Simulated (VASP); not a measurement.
**Si (a cell with a defect): single point with PBE**

The system is Si (a cell with a defect).

```
Si
1.0
     0.00000    5.43000    5.43000
     5.43000    0.00000    5.43000
     5.43000    5.43000    0.00000
Si
17
Cartesian
  -0.2285 -0.2295 -0.2333
  1.1513 1.1499 1.1462
  2.6348 2.6346 0.1608
  4.0288 4.0278 1.4204
  2.6348 0.1641 2.6309
  4.0285 1.4240 4.0239
  5.4503 2.7719 2.7683
  6.7498 4.1375 4.1333
  0.1641 2.6335 2.6295
  1.4239 4.0271 4.0234
  2.7725 5.4490 2.7686
  4.1367 6.7513 4.1317
  2.7722 2.7720 5.4453
  4.1366 4.1358 6.7471
  5.5615 5.5642 5.5597
  6.9192 6.9181 6.9147
  9.0146 9.0171 9.0133
```

```yaml
Program: VASP 6.6.1
Task: single point
Functional: PBE
Potentials_or_basis: VASP PAW PBE potentials, release 64 (Si)
Cutoff: 520 eV
k_mesh: 2 × 2 × 2
Occupations: gaussian, width 0.05 eV
Spin: no spin polarisation
Dipole_correction: no
Further_INCAR_settings: LREAL = Auto; ALGO = Normal; EDIFF = 1e-06; NBANDS = 48
```

| Property | Result |
| --- | --- |
| Pressure | 4.8 GPa |
| Largest force | 0.075 eV/Å |
| Band gap on the k mesh | 0.06 eV |

Forces in eV/Å, atoms in the order of the input:
```
Si  -0.046 -0.041 -0.043
Si  -0.033 -0.034 -0.033
Si  -0.027 -0.025  0.035
Si  -0.003 -0.001 -0.008
Si  -0.029  0.041 -0.030
Si  -0.002 -0.008  0.002
Si   0.030  0.000  0.000
Si   0.017  0.009  0.014
Si   0.032 -0.018 -0.020
Si  -0.009 -0.004 -0.003
Si  -0.003  0.028 -0.005
Si   0.009  0.022  0.012
Si  -0.002 -0.003  0.030
Si   0.012  0.012  0.020
Si   0.007 -0.003  0.002
Si   0.001  0.004  0.002
Si   0.044  0.024  0.025
```

Stress tensor (GPa, compression positive):
```
 4.77 -0.42 -0.42
-0.42  4.77 -0.43
-0.42 -0.43  4.77
```

Levels at points of the mesh, in eV from the valence-band top:
```tsv
k point	band 32	band 33	band 34	band 35	band 36	band 37
(0.00, 0.00, 0.00)	-0.62	-0.62	-0.43	0.06	0.06	0.34
(0.50, 0.00, 0.00)	-1.28	-0.83	-0.12	0.29	0.75	1.02
(0.00, 0.50, 0.00)	-1.28	-0.83	-0.12	0.29	0.75	1.02
(0.00, 0.00, 0.50)	-1.28	-0.83	-0.12	0.29	0.75	1.02
(0.50, 0.50, 0.50)	-1.21	-1.21	-0.05	0.51	0.51	1.28
(0.50, 0.50, 0.00)	-1.65	-0.57	0.00	0.55	1.45	1.56
(0.00, 0.50, 0.50)	-1.65	-0.57	0.00	0.55	1.45	1.56
(0.50, 0.00, 0.50)	-1.65	-0.57	0.00	0.55	1.45	1.56
```

It took 5.1 min on 1 thread of Intel Xeon 6975P-C (shared host), peak memory 0.46 GiB.

Caveat: the k points lie up to 0.50 Å⁻¹ apart.
